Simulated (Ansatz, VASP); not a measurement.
## One calculation of As, two programs

```xyz
2
Lattice="1.9026 1.1121 3.5006 -1.8569 1.0933 3.4818 0.0066 -2.1531 3.4749" Properties=species:S:1:pos:R:3 pbc="T T T"
As    0.0119    0.0119    2.3795
As    0.0404    0.0404    8.0779
```

Change from the starting cell: equal xy, yz and zx shear strains of +1 %.

Alike in both runs: task single point; functional LDA; k mesh 13 × 13 × 13; occupations fermi-dirac, width 0.05 eV; no spin polarisation.

|  | VASP | Ansatz |
| --- | --- | --- |
| version | VASP 6.6.1 | Ansatz 0.2.0 |
| potentials or method | VASP PAW LDA potentials, release 64 (As), cutoff 520 eV | all-electron LAPW, scalar-relativistic |

```tsv
	VASP	Ansatz	Ansatz less VASP
pressure (GPa)	-1.1	-1.5	-0.40
traceless stress, the component that is largest in VASP (GPa)	-0.75	-0.74	+0.008
rms of the force components (eV/Å)	0.093	0.061	-0.0319
```

LDA's correlation is that of Perdew and Zunger in VASP and of Perdew and Wang (1992) in Ansatz. Atom by atom the forces differ by 0.040 eV/Å (rms over components). Ansatz ran all-electron here, and VASP with PAW potentials.
